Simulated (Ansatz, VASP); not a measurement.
**Two plane-wave programs on KZnF3**

```
K Zn F
1.0
     0.00000    4.12734    0.00000
     0.00000    0.00000    4.12734
     8.25468    0.00000    0.00000
K Zn F
2 2 6
Cartesian
  0.0000 0.0000 0.0000
  4.1273 0.0000 0.0000
  2.0637 2.0637 2.0637
  6.1910 2.0637 2.0637
  0.0000 2.0637 2.0637
  4.1273 2.0637 2.0637
  2.0637 0.0000 2.0637
  6.1910 0.0000 2.0637
  2.0637 2.0637 0.0000
  6.1910 2.0637 0.0000
```

Alike in both runs: task single point; functional PBE; k mesh 4 × 4 × 2; occupations gaussian, width 0.1 eV; no spin polarisation.

|  | VASP | Ansatz |
| --- | --- | --- |
| version | VASP 6.6.1 | Ansatz 0.2.0 |
| potentials or method | VASP PAW PBE potentials, release 64 (K_sv, Zn, F), cutoff 520 eV | scalar-relativistic, plane waves, PAW |
| valence electrons in the cell | 84 | 84 |

|  | VASP | Ansatz | Ansatz less VASP |
| --- | --- | --- | --- |
| gap on the k mesh at the Fermi level (eV) | 3.65 | 3.71 | +0.062 |
| least direct gap on the mesh (eV) | 5.12 | 5.17 | +0.048 |
| pressure (GPa) | 0.2 | 0.0 | -0.19 |
